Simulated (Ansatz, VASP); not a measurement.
## One calculation of Rh, two programs

```
Rh
1.0
     3.58407    0.00000    0.00000
    -1.79204    3.10390    0.00000
     0.00000    0.00000    4.28027
Rh
3
Direct
  0.33253 0.00000 0.33333
  0.00000 0.33253 0.66667
  0.66747 0.66747 0.00000
```

Alike in both runs: functional r2SCAN; k mesh 6 × 6 × 4; occupations gaussian, width 0.1 eV; no spin polarisation.

Ansatz relaxed the structure, and its values are those at the end. VASP's run is a single point on that final structure, the one shown.

|  | VASP | Ansatz |
| --- | --- | --- |
| version | VASP 6.6.1 | Ansatz 0.2.0 |
| potentials or method | VASP PAW PBE potentials, release 64 (Rh_sv_GW), cutoff 680 eV | scalar-relativistic, plane waves, PAW |
| valence electrons in the cell | 51 | 51 |

|  | VASP | Ansatz | Ansatz less VASP |
| --- | --- | --- | --- |
| gap on the k mesh at the Fermi level (eV) | none | none | - |
| pressure (GPa) | -0.1 | -0.1 | -0.08 |
| rms of the force components (eV/Å) | 0.016 | 0.016 | 0.0000 |

VASP's potentials were made for PBE, not for r2SCAN. A gap of «none» marks a metal or a gap that the smearing closes. With one functional, cell and mesh, what is left measures potentials, basis and numerics.

The k mesh is coarse, so the values compare programs but aren't converged.
